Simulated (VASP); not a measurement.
Wanted: the native input for a VASP 6.6.1 run.

```yaml
Task: single point
Functional: PBE
Potentials_or_basis: VASP PAW PBE potentials, release 64 (Tl_d)
Cutoff: 520 eV
k_mesh: 12 × 12 × 12
Occupations: fermi-dirac, width 0.1 eV
Spin: no spin polarisation
Dipole_correction: no
Further_INCAR_settings: ALGO = Normal; EDIFF = 1e-06; NBANDS = 12
```

The structure of Tl lies in POSCAR:

```
Tl
1.0
    0.0000000000      2.5002470095      2.5002470095
    2.5002470095      0.0000000000      2.5002470095
    2.5002470095      2.5002470095      0.0000000000
Tl
1
Direct
    0.0000000000      0.0000000000      0.0000000000
```

The input as run:

INCAR

```
PREC = Accurate ; ENCUT = 520
EDIFF = 1E-6 ; ISMEAR = -1
SIGMA = 0.1 ; LREAL = False
LASPH = True ; NELM = 100
ALGO = Normal ; ISIF = 2
LWAVE = False ; LCHARG = False
GGA = PE ; NBANDS = 12
```

KPOINTS

```
regular mesh
0
Gamma
  12 12 12
```

Potentials or basis: VASP PAW PBE potentials, release 64 (Tl_d).

The run is started by

```console
$ cat potpaw_PBE.64/Tl_d/POTCAR > POTCAR
$ mpirun -np 1 vasp_std > vasp.out
```

It gave:

| Item | Value |
| --- | --- |
| Pressure | -0.1 GPa |

It took 24 s on 1 thread of Intel(R) Xeon(R) Platinum 8259CL CPU @ 2.50GHz (Skylake/Cascade Lake), with other jobs on the host, peak memory 0.17 GiB.
